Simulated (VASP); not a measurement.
# Si16O (a cell with a defect) in VASP: single point with PBEsol

Aim: the single point of Si16O (a cell with a defect) with PBEsol.

All numbers are computed with VASP 6.6.1; they aren't measurements. Logs are shortened: lines on timing, memory, paths and dates and some standing lists are left out, and cuts for length are marked.

### 1 The cell of the first run

The cell holds a defect, 17 atoms: a = 7.679 Å, b = 7.679 Å, c = 7.679 Å, α = 60.00°, β = 60.00°, γ = 60.00°.

### 2 Single point, PBEsol, collinear spin, ferromagnetic start

Input file INCAR:

```
SYSTEM = Si16O
PREC = Accurate ; ENCUT = 520
EDIFF = 1E-7 ; ISMEAR = -1
SIGMA = 0.05 ; LREAL = Auto
LASPH = .TRUE. ; NELM = 150
ALGO = Normal ; ISIF = 2
LWAVE = .FALSE. ; LCHARG = .FALSE.
ISPIN = 2 ; MAGMOM = 0 0 0 0 0 0 0 0 0 0 0 0 0 0 0 0 1
LORBIT = 11 ; GGA = PS
NBANDS = 53
```

Input file KPOINTS:

```
Automatic mesh
0
G
  2 2 2
  0 0 0
```

Input file POSCAR:

```
Si16O
1.0
    0.0000000000      5.4300000000      5.4300000000
    5.4300000000      0.0000000000      5.4300000000
    5.4300000000      5.4300000000      0.0000000000
Si O
16 1
Direct
   -0.0020920289     -0.0086246780     -0.0021128805
    0.1191907836      0.1207171249      0.1222735935
   -0.0021057624     -0.0014308500      0.4966462611
    0.1260922475      0.1196178820      0.6221525549
   -0.0051610634      0.4948240679      0.0123572286
    0.0806141696      0.6162348307      0.1781506275
   -0.0316925583      0.4905263492      0.5503707002
    0.1208307758      0.6246060909      0.6369623186
    0.4932670870     -0.0017033627     -0.0203614324
    0.6269269215      0.1495427354      0.0682164872
    0.5007338691      0.0385066025      0.4403668102
    0.6238737241      0.1247675709      0.6041180372
    0.4521792999      0.5055110279      0.0437377231
    0.6212353403      0.6223868744      0.1233280649
    0.4968243586      0.4984968840      0.4932703531
    0.6120054348      0.6672335108      0.5752289900
    0.4290207012      0.6859895393      0.8098280630
```

Potentials or basis: VASP PAW PBE potentials, release 64 (Si, O).

On the command line:

```sh
$ cat potpaw_PBE.64/Si/POTCAR potpaw_PBE.64/O/POTCAR > POTCAR
$ mpirun -np 1 vasp_std > vasp.out
```

OUTCAR:

```text
SYSTEM = Si16O
   PREC = Accurate
   ENCUT = 520
   EDIFF = 1E-7
   ISMEAR = -1
   LREAL = Auto
   LASPH = .TRUE.
   NELM = 150
   ISIF = 2
   ISPIN = 2
   LORBIT = 11
   GGA = PS

 ion  position               nearest neighbor table
   1  0.998  0.991  0.998-   2 2.35  10 2.35   4 2.36   6 2.38
   2  0.119  0.121  0.122-   3 2.35   5 2.35   9 2.35   1 2.35
   3  0.998  0.999  0.497-   8 2.35   2 2.35  12 2.35   4 2.35
   4  0.126  0.120  0.622-   3 2.35   7 2.35   1 2.36  11 2.38
   5  0.995  0.495  0.012-  14 2.34   2 2.35   8 2.35   6 2.36
   6  0.081  0.616  0.178-  13 2.33   7 2.34   5 2.36   1 2.38
   7  0.968  0.491  0.550-  16 2.32   6 2.34   4 2.35   8 2.35
   8  0.121  0.625  0.637-   3 2.35   5 2.35   7 2.35  15 2.36
   9  0.493  0.998  0.980-   2 2.35  10 2.35  12 2.36  14 2.36
  10  0.627  0.150  0.068-  13 2.32  11 2.34   1 2.35   9 2.35
  11  0.501  0.039  0.440-  16 2.33  10 2.34  12 2.36   4 2.38
  12  0.624  0.125  0.604-  15 2.35   3 2.35   9 2.36  11 2.36
  13  0.452  0.506  0.044-  17 1.66  14 2.32  10 2.32   6 2.33  16 2.94
  14  0.621  0.622  0.123-  13 2.32  15 2.32   5 2.34   9 2.36
  15  0.497  0.498  0.493-  16 2.32  14 2.32  12 2.35   8 2.36
  16  0.612  0.667  0.575-  17 1.66  15 2.32   7 2.32  11 2.33  13 2.94
  17  0.429  0.686  0.810-  13 1.66  16 1.66

  LATTYP: Found a face centered cubic cell.
 ALAT       =    10.8600000000

  Lattice vectors:

 A1 = (   0.0000000000,   5.4300000000,   5.4300000000)
 A2 = (   5.4300000000,   0.0000000000,   5.4300000000)
 A3 = (   5.4300000000,   5.4300000000,   0.0000000000)

Analysis of symmetry for initial positions (statically):
=====================================================================
 Subroutine PRICEL returns:
 Original cell was already a primitive cell.

 Routine SETGRP: Setting up the symmetry group for a
 face centered cubic supercell.

 Subroutine GETGRP returns: Found  1 space group operations
 (whereof  1 operations were pure point group operations)
 out of a pool of 48 trial point group operations.

The static configuration has the point symmetry C_1 .

Analysis of symmetry for dynamics (positions and initial velocities):
=====================================================================
 Subroutine PRICEL returns:
 Original cell was already a primitive cell.

 Routine SETGRP: Setting up the symmetry group for a
 face centered cubic supercell.

 Subroutine GETGRP returns: Found  1 space group operations
 (whereof  1 operations were pure point group operations)
 out of a pool of 48 trial point group operations.

The dynamic configuration has the point symmetry C_1 .

Analysis of structural, dynamic, and magnetic symmetry:
=====================================================================
 Subroutine PRICEL returns:
 Original cell was already a primitive cell.

[... 169 lines left out ...]

 E-fermi :   6.0506     XC(G=0):  -9.6842

 val. band max:        5.8387441430   @ k =   0.0000   0.0000   0.0000
 cond. band min:       6.2422419860   @ k =   0.0000   0.0000   0.0000
 fundamental gap:      0.4034978430
 Fermi energy:         6.0506440439

 spin component 1

 k-point     1 :       0.0000    0.0000    0.0000
  band No.  band energies     occupation
      1     -14.4795      1.00000
      2      -5.8772      1.00000
      3      -4.4650      1.00000
      4      -3.7378      1.00000
      5      -3.7149      1.00000
      6      -3.3762      1.00000
[... 389 lines left out ...]
     46      10.0692      0.00000
     47      10.3505      0.00000
 Fermi energy:         6.0506440439

 spin component 2

 k-point     1 :       0.0000    0.0000    0.0000
  band No.  band energies     occupation
      1     -14.4795      1.00000
      2      -5.8772      1.00000
      3      -4.4650      1.00000
      4      -3.7378      1.00000
      5      -3.7149      1.00000
      6      -3.3762      1.00000
[... 389 lines left out ...]
     46      10.0692      0.00000
     47      10.3505      0.00000
 [bands above 47 left out]

------------------------ aborting loop because EDIFF is reached ----------------------------------------

  FORCE on cell =-STRESS in cart. coord.  units (eV):
  Direction    XX          YY          ZZ          XY          YZ          ZX
  --------------------------------------------------------------------------------------
  -------------------------------------------------------------------------------------
  Total        4.5063731      4.4588077      5.0721656      2.8782422     -2.1237037     -2.0393699
  in kB       22.5480114     22.3100139     25.3790011     14.4015235    -10.6261273    -10.2041564
  external PRESSURE =      23.4123422 kB  Pullay stress =       0.0000000 kB

 VOLUME and BASIS-vectors are now :
 -----------------------------------------------------------------------------
  energy-cutoff  :      520.00
  volume of cell :      320.21
      direct lattice vectors                 reciprocal lattice vectors
     0.000000000  5.430000000  5.430000000    -0.092081031  0.092081031  0.092081031
     5.430000000  0.000000000  5.430000000     0.092081031 -0.092081031  0.092081031
     5.430000000  5.430000000  0.000000000     0.092081031  0.092081031 -0.092081031

 POSITION                                       TOTAL-FORCE (eV/Angst)
 -----------------------------------------------------------------------------------
     10.80170     10.83717     10.80181        -0.014021      0.010257     -0.012768
      1.31944      1.31115      1.30270        -0.018918     -0.011422      0.006350
      8.11902      8.11535     10.84080         0.001604     -0.017861     -0.005737
      4.02781      4.06297      1.33421        -0.008579      0.022231      0.009360
      2.75399      5.46908      8.08887         0.033936      0.008167     -0.005377
      4.31351      1.40509      3.78389        -0.000876     -0.009514      0.010752
[... 9 lines left out ...]
      6.74657      6.44668      6.94627        -0.075303     -0.008442      0.007158
      8.12229      6.72695      6.05451         0.047368     -0.066272      0.046882
 -----------------------------------------------------------------------------------
    total drift:                               -0.008464     -0.000263     -0.007981

  FREE ENERGIE OF THE ION-ELECTRON SYSTEM (eV)
  ---------------------------------------------------
  free  energy   TOTEN  =       -98.3207138489 eV

  energy  without entropy=      -98.3178837581  energy(sigma->0) =      -98.31929880

 total charge

# of ion       s       p       d       tot
------------------------------------------
    1        0.745   0.932   0.000   1.677
    2        0.739   0.957   0.000   1.696
    3        0.739   0.958   0.000   1.697
    4        0.745   0.932   0.000   1.678
    5        0.740   0.950   0.000   1.690
    6        0.750   0.949   0.000   1.700
[... 9 lines left out ...]
   16        0.744   0.942   0.000   1.685
   17        1.572   3.583   0.000   5.155
--------------------------------------------------
tot         13.475  18.802   0.000  32.278

 magnetization (x)

# of ion       s       p       d       tot
------------------------------------------
    1        0.000  -0.000   0.000  -0.000
    2        0.000  -0.000   0.000   0.000
    3        0.000  -0.000   0.000   0.000
    4        0.000  -0.000   0.000  -0.000
    5        0.000  -0.000   0.000  -0.000
    6        0.000   0.000   0.000   0.000
[... 9 lines left out ...]
   16        0.000   0.000   0.000   0.000
   17       -0.000  -0.000   0.000  -0.000
--------------------------------------------------
tot          0.000  -0.000   0.000  -0.000
```

OSZICAR:

```text
N       E                     dE             d eps       ncg     rms          rms(c)
DAV:   1     0.186505595828E+03    0.18651E+03   -0.27051E+04  1696   0.109E+03
DAV:   2    -0.809626621515E+02   -0.26747E+03   -0.25133E+03  2060   0.175E+02
DAV:   3    -0.100983710126E+03   -0.20021E+02   -0.19723E+02  2152   0.449E+01
DAV:   4    -0.101367192488E+03   -0.38348E+00   -0.38243E+00  2128   0.736E+00
DAV:   5    -0.101374759068E+03   -0.75666E-02   -0.75623E-02  2131   0.100E+00    0.177E+01
DAV:   6    -0.986992650214E+02    0.26755E+01   -0.71146E+00  2400   0.129E+01    0.101E+01
DAV:   7    -0.984410489736E+02    0.25822E+00   -0.30421E+00  1896   0.545E+00    0.453E+00
DAV:   8    -0.983303371247E+02    0.11071E+00   -0.63431E-01  2315   0.369E+00    0.210E+00
DAV:   9    -0.983227584389E+02    0.75787E-02   -0.13282E-01  1952   0.148E+00    0.769E-01
DAV:  10    -0.983189596228E+02    0.37988E-02   -0.79259E-02  2022   0.110E+00    0.312E-01
DAV:  11    -0.983207268170E+02   -0.17672E-02   -0.12540E-02  1987   0.387E-01    0.246E-01
DAV:  12    -0.983206824227E+02    0.44394E-04   -0.10303E-03  2160   0.142E-01    0.118E-01
DAV:  13    -0.983206951155E+02   -0.12693E-04   -0.72081E-04  2011   0.986E-02    0.391E-02
DAV:  14    -0.983207117510E+02   -0.16636E-04   -0.51989E-05  2056   0.318E-02    0.132E-02
DAV:  15    -0.983207129735E+02   -0.12225E-05   -0.27496E-06  2067   0.833E-03    0.539E-03
DAV:  16    -0.983207136447E+02   -0.67124E-06   -0.13779E-06  2000   0.434E-03    0.245E-03
DAV:  17    -0.983207138111E+02   -0.16635E-06   -0.26628E-07  1912   0.281E-03    0.158E-03
DAV:  18    -0.983207138489E+02   -0.37889E-07   -0.82481E-08  1168   0.111E-03
   1 F= -.98320714E+02 E0= -.98319299E+02  d E =-.283009E-02  mag=    -0.0000
```

stdout:

```text
POSCAR found type information on POSCAR SiO
 POSCAR found :  2 types and      17 ions
 scaLAPACK will be used
 -----------------------------------------------------------------------------
|                                                                             |
|                                                                             |
|     You enforced a specific xc type in the INCAR file but a different       |
|     I HOPE YOU KNOW WHAT YOU ARE DOING!                                     |
|                                                                             |
 -----------------------------------------------------------------------------

 LDA part: xc-table for (Slater+PW92), standard interpolation
 POSCAR, INCAR and KPOINTS ok, starting setup
 FFT: planning ... GRIDC
 FFT: planning ... GRID_SOFT
 FFT: planning ... GRID
 WAVECAR not read
 entering main loop
```

It took 7.3 min on 1 thread of Intel Xeon Platinum 8559C (Emerald Rapids), shared host; peak memory 0.7 GiB.

What came out:

- Free energy: -98.3207 eV
- Pressure: 2.3 GPa
- Largest force: 0.094 eV/Å
- Band gap on the k mesh: 0.40 eV
- Net moment: 0.00 μB per cell
- Valence electrons inside the program's atomic spheres: Si 1.68, 1.70, 1.69, 1.71, 1.72; O 5.16

Forces in eV/Å, atoms in the order of the input:
```
Si  -0.014  0.010 -0.013
Si  -0.019 -0.011  0.006
Si   0.002 -0.018 -0.006
Si  -0.009  0.022  0.009
Si   0.034  0.008 -0.005
Si  -0.001 -0.010  0.011
Si   0.034 -0.032  0.012
Si  -0.010  0.031  0.001
Si  -0.009  0.013 -0.005
Si   0.014  0.007 -0.004
Si   0.012  0.032 -0.003
Si   0.016 -0.022 -0.006
Si   0.009  0.049 -0.051
Si  -0.005  0.000 -0.011
Si  -0.026 -0.004  0.011
Si  -0.075 -0.008  0.007
O    0.047 -0.066  0.047
```

Stress tensor (GPa, compression positive):
```
 2.25  1.44 -1.02
 1.44  2.23 -1.06
-1.02 -1.06  2.54
```

Levels at points of the mesh, in eV from the valence-band top:
Spin up:
```tsv
k point	band 31	band 32	band 33	band 34	band 35	band 36	band 37	band 38	band 39	band 40
(0.00, 0.00, 0.00)	-0.96	-0.92	-0.33	-0.07	0.00	0.40	0.67	0.70	0.90	1.10
(0.50, 0.00, 0.00)	-1.47	-1.22	-0.80	-0.63	-0.54	1.22	1.33	1.49	1.63	1.70
(0.00, 0.50, 0.00)	-1.47	-1.22	-0.80	-0.62	-0.54	1.21	1.33	1.49	1.63	1.69
(0.00, 0.00, 0.50)	-1.43	-0.76	-0.67	-0.66	-0.07	1.07	1.36	1.44	1.47	1.63
(0.50, 0.50, 0.50)	-1.50	-1.23	-0.76	-0.62	-0.57	1.11	1.37	1.52	1.57	1.64
(0.50, 0.50, 0.00)	-1.45	-1.37	-1.33	-1.03	-0.96	1.35	1.38	2.21	2.32	2.48
(0.00, 0.50, 0.50)	-1.51	-1.44	-1.26	-1.18	-0.53	1.20	1.38	2.25	2.33	2.44
(0.50, 0.00, 0.50)	-1.51	-1.44	-1.26	-1.18	-0.50	1.18	1.38	2.24	2.32	2.43
```
Spin down:
```
           k point  band 32  band 33  band 34  band 35  band 36  band 37  band 38  band 39
(0.00, 0.00, 0.00)    -0.92    -0.33    -0.07     0.00     0.40     0.67     0.70     0.90
(0.50, 0.00, 0.00)    -1.22    -0.80    -0.63    -0.54     1.22     1.33     1.49     1.63
(0.00, 0.50, 0.00)    -1.22    -0.80    -0.62    -0.54     1.21     1.33     1.49     1.63
(0.00, 0.00, 0.50)    -0.76    -0.67    -0.66    -0.07     1.07     1.36     1.44     1.47
(0.50, 0.50, 0.50)    -1.23    -0.76    -0.62    -0.57     1.11     1.37     1.52     1.57
(0.50, 0.50, 0.00)    -1.37    -1.33    -1.03    -0.96     1.35     1.38     2.21     2.32
(0.00, 0.50, 0.50)    -1.44    -1.26    -1.18    -0.53     1.20     1.38     2.25     2.33
(0.50, 0.00, 0.50)    -1.44    -1.26    -1.18    -0.50     1.18     1.38     2.24     2.32
```

Caveat: the k points lie up to 0.50 Å⁻¹ apart; the PAW data sets were made with another functional, which shifts forces and pressure a little.
